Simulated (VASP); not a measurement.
Input of a VASP 6.6.1 run:

Contents of INCAR:

```
ALGO = Normal ; EDIFF = 1E-6
ENCUT = 520 ; GGA = PE
ISIF = 2 ; ISMEAR = -1
LASPH = T ; LCHARG = F
LREAL = F ; LWAVE = F
NBANDS = 16 ; NELM = 60
PREC = Accurate ; SIGMA = 0.08
```

KPOINTS

```
k-points
0
Gamma
  9 9 9
```

Contents of POSCAR:

```
CdTe
1.0
    0.0000000000      3.2050000000      3.2050000000
    3.2050000000      0.0000000000      3.2050000000
    3.2050000000      3.2050000000      0.0000000000
Cd Te
1 1
Direct
    0.0000000000      0.0000000000      0.0000000000
    0.7500000000      0.7500000000      0.7500000000
```

Potentials or basis: VASP PAW PBE potentials, release 64 (Cd, Te).

The run is started by

```sh
$ cat potpaw_PBE.64/Cd/POTCAR potpaw_PBE.64/Te/POTCAR > POTCAR
$ mpirun -np 1 vasp_std > vasp.out
```

(1) Predict the band gap on the k mesh.

(2) Estimate the pressure.

## Answers

(1) 0.87 eV.

(2) 4.4 GPa.

Caveat: the cell stands under pressure; spin-orbit coupling is left out, which moves the levels of the heavy elements.
